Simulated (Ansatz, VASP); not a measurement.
# One calculation of HfN, two programs

INCAR

```
  PREC = Accurate
  ENCUT = 520
  EDIFF = 1E-6
  ISMEAR = -1
  SIGMA = 0.03
  LREAL = F
  LASPH = T
  NELM = 100
  ALGO = Normal
  ISIF = 2
  LWAVE = F
  LCHARG = F
  GGA = PE
  NBANDS = 14
```

File KPOINTS:

```
regular mesh
0
Gamma
  10 10 10
```

POSCAR

```
HfN
1.0
    0.0000000000      2.2887270932      2.2887270932
    2.2887270932      0.0000000000      2.2887270932
    2.2887270932      2.2887270932      0.0000000000
Hf N
1 1
Direct
    0.0000000000      0.0000000000      0.0000000000
    0.5000000000      0.5000000000      0.5000000000
```

Input for Ansatz:

```yaml
crystal:
  lattice:
    - [0.0, 2.2887270932, 2.2887270932]
    - [2.2887270932, 0.0, 2.2887270932]
    - [2.2887270932, 2.2887270932, 0.0]
  atoms:
    - { symbol: Hf, position: [0.0, 0.0, 0.0] }
    - { symbol: "N", position: [0.5, 0.5, 0.5] }
kpoints:
  mp_grid: { grid: [10, 10, 10] }
scf:
  occupations: { method: fermi_dirac, width: 0.03 }
hamiltonian:
  xc: pbe
  pseudopotentials: { kind: all_electron, lapw: { basis_error: 0.001 } }
output:
  forces: true
  stress: true
  eigenvalues: true
```

Change from the starting cell: volume scaled by 1.04.

Alike in both runs: task single point; functional PBE; k mesh 10 × 10 × 10; occupations fermi-dirac, width 0.03 eV; no spin polarisation.

```csv
,VASP,Ansatz
version,VASP 6.6.1,Ansatz 0.2.0
potentials or method,"VASP PAW PBE potentials, release 64 (Hf_pv, N), cutoff 520 eV","all-electron LAPW, scalar-relativistic"
```

|  | VASP | Ansatz | Ansatz less VASP |
| --- | --- | --- | --- |
| pressure (GPa) | -7.2 | -4.8 | +2.32 |

Ansatz ran all-electron here, and VASP with PAW potentials.

Neither program's run includes spin-orbit coupling.
